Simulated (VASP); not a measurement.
A run of VASP 6.6.1:

INCAR

```
ALGO = Fast ; EDIFF = 1E-6
ENCUT = 520 ; GGA = PS
ISIF = 2 ; ISMEAR = 0
LASPH = True ; LCHARG = False
LREAL = False ; LWAVE = False
NBANDS = 25 ; NELM = 80
PREC = Accurate ; SIGMA = 0.15
```

File KPOINTS:

```
k-points
0
Gamma
  12 12 18
```

POSCAR

```
Ti
1.0
    4.1371811392      0.0000000000      0.0000000000
   -2.0685905696      3.5829039666      0.0000000000
    0.0000000000      0.0000000000      3.3337506593
Ti
3
Direct
    0.0000000000      0.0000000000      0.0000000000
    0.3333333333      0.6666666667      0.5000000000
    0.6666666667      0.3333333333      0.5000000000
```

Potentials or basis: VASP PAW PBE potentials, release 64 (Ti_sv).

Run with:

```sh
$ cat potpaw_PBE.64/Ti_sv/POTCAR > POTCAR
$ mpirun -np 1 vasp_std > vasp.out
```

Hardware: 1 thread of AMD EPYC 7R13 (shared host).

**Question.** How long does it take, and how much memory?

**Answer.** It took 38 min on 1 thread of AMD EPYC 7R13 (shared host), peak memory 0.28 GiB. Counts: scf iterations 64, k points 190.
